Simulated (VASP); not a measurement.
Write the native input for VASP 6.6.1 that does the following.

```yaml
Task: electric field gradients
Functional: PBE
Potentials_or_basis: VASP PAW PBE potentials, release 64 (Sn_d, S)
Cutoff: 400 eV
k_mesh: 4 × 11 × 10
Occupations: fermi-dirac, width 0.02 eV
Spin: no spin polarisation
Dipole_correction: no
Further_INCAR_settings: ALGO = Normal; EDIFF = 1e-08; NBANDS = 50
```

The structure of SnS lies in POSCAR:

```
SnS
1.0
   11.3200000000      0.0000000000      0.0000000000
    0.0000000000      4.0500000000      0.0000000000
    0.0000000000      0.0000000000      4.2420000000
Sn S
4 4
Direct
    0.1220000000      0.2500000000      0.0981000000
    0.3780000000      0.7500000000      0.5981000000
    0.6220000000      0.2500000000      0.4019000000
    0.8780000000      0.7500000000      0.9019000000
    0.8507000000      0.2500000000      0.4790000000
    0.6493000000      0.7500000000      0.9790000000
    0.3507000000      0.2500000000      0.0210000000
    0.1493000000      0.7500000000      0.5210000000
```

One way to write it, as run:

INCAR

```
ALGO = Normal
EDIFF = 1E-8
ENCUT = 400
GGA = PE
GGA_COMPAT = F
ISIF = 2
ISMEAR = -1
LASPH = T
LCHARG = F
LEFG = T
LREAL = F
LWAVE = F
NBANDS = 50
NELM = 120
PREC = Accurate
SIGMA = 0.02
```

KPOINTS

```
k-points
0
Gamma
  4 11 10
```

Potentials or basis: VASP PAW PBE potentials, release 64 (Sn_d, S).

Command:

```sh
$ cat potpaw_PBE.64/Sn_d/POTCAR potpaw_PBE.64/S/POTCAR > POTCAR
$ mpirun -np 1 vasp_std > vasp.out
```

Results of the run:

The pressure is 1.4 GPa. The largest force is 0.117 eV/Å and the band gap on the k mesh is 0.82 eV (least direct gap 1.15 eV). The largest electric field gradient by atom is Sn -121.5; S -25.2 V/Å².

Caveat: without QUAD_EFG the Cq values of the log hold for a quadrupole moment of 1 mb, not for the nuclei; spin-orbit coupling is left out, which moves the levels of the heavy elements.

Wall time 13 min on 1 thread of Intel(R) Xeon(R) Platinum 8259CL CPU @ 2.50GHz (Skylake/Cascade Lake), on a shared host, peak memory 0.59 GiB.
